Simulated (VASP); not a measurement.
# Be: single point with LDA

The system is Be.

```
CELL_PARAMETERS angstrom
2.22805 0.00000 0.00000
-1.11403 1.92955 0.00000
0.00000 0.00000 3.51249
ATOMIC_POSITIONS crystal
Be 0.33333 0.66667 0.25000
Be 0.66667 0.33333 0.75000
```

```
Program             : VASP 6.6.1
Task                : single point
Functional          : LDA
Potentials or basis : VASP PAW LDA potentials, release 64 (Be)
Cutoff              : 520 eV
k mesh              : 24 × 24 × 14
Occupations         : fermi-dirac, width 0.08 eV
Spin                : no spin polarisation
```

| Property | Result |
| --- | --- |
| Pressure | 0.4 GPa |
| Band gap on the k mesh | zero (bands 2 and 3 overlap by 2.08 eV) |

Levels at points of the mesh, in eV from the Fermi level:
```
           k point  band 1  band 2  band 3  band 4  band 5  band 6  band 7
(0.00, 0.00, 0.00)  -11.43   -4.60    1.39   16.36   16.36   19.28   19.28
(0.50, 0.00, 0.00)   -5.13   -3.09    3.71    6.69    7.08    9.63   10.59
(0.00, 0.00, 0.50)   -9.27   -9.27   11.04   11.04   18.04   18.04   18.04
(0.50, 0.00, 0.50)   -3.74   -3.74    1.84    1.84   12.30   12.30   15.77
```

Wall time 44 s on 1 thread of Intel Xeon 8259CL, on a shared host, peak memory 0.16 GiB.
